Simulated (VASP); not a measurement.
Input of a VASP 6.6.1 run:

The input INCAR:

```
SYSTEM = Ta3AsAu2O13
  PREC = Accurate
  ENCUT = 520
  EDIFF = 1E-7
  ISMEAR = -1
  SIGMA = 0.05
  LREAL = Auto
  LASPH = .True.
  NELM = 100
  ALGO = Normal
  ISIF = 2
  LWAVE = .False.
  LCHARG = .False.
  GGA = PE
  NBANDS = 84
  KPAR = 4
```

KPOINTS

```
Automatic mesh
0
Gamma
  5 5 4
  0 0 0
```

The input POSCAR:

```
Ta3AsAu2O13
1.0
    5.7991825852      0.0000000000      0.0000000000
    1.3116766906      6.3390141787      0.0000000000
    0.2716888257      1.3270564503      8.4764664413
Ta As Au O
3 1 2 13
Direct
    0.2171300000      0.3052100000      0.5843100000
    0.0332500000      0.1112300000      0.9985500000
    0.5824800000      0.6214500000      0.5048200000
    0.5870700000      0.8969100000      0.8304900000
    0.5800400000      0.0922800000      0.1861300000
    0.0448500000      0.8207700000      0.4468200000
    0.6620100000      0.6972600000      0.7108800000
    0.5163200000      0.1341800000      0.6962500000
    0.8509800000      0.8877300000      0.9193200000
    0.3446600000      0.8700300000      0.9465100000
    0.7301500000      0.2924000000      0.0309500000
    0.2462200000      0.2180900000      0.1107500000
    0.1290000000      0.0939800000      0.4910400000
    0.4803200000      0.3888700000      0.4349900000
    0.0596600000      0.2668500000      0.7859400000
    0.9333000000      0.5324000000      0.4564500000
    0.4997500000      0.8516100000      0.3497100000
    0.2525600000      0.6298800000      0.6247300000
    0.9187800000      0.9517500000      0.2263600000
```

Potentials or basis: VASP PAW PBE potentials, release 64 (Ta_pv, As, Au, O).

Command:

```bash
$ cat potpaw_PBE.64/Ta_pv/POTCAR potpaw_PBE.64/As/POTCAR potpaw_PBE.64/Au/POTCAR potpaw_PBE.64/O/POTCAR > POTCAR
$ mpirun -np 4 vasp_std > vasp.out
```

Q: What does it give for the largest force?

A: 0.620 eV/Å.

Q: Predict the pressure.

A: -5.0 GPa.

Q: Estimate the band gap on the k mesh.

A: 1.14 eV (least direct gap 1.20 eV).

Stress tensor (GPa, compression positive):
```
-5.44 -0.25 -0.23
-0.25 -4.62  0.44
-0.23  0.44 -4.91
```

Caveat: the cell stands under tension; spin-orbit coupling is left out, which moves the levels of the heavy elements. A k mesh can miss the band edges.
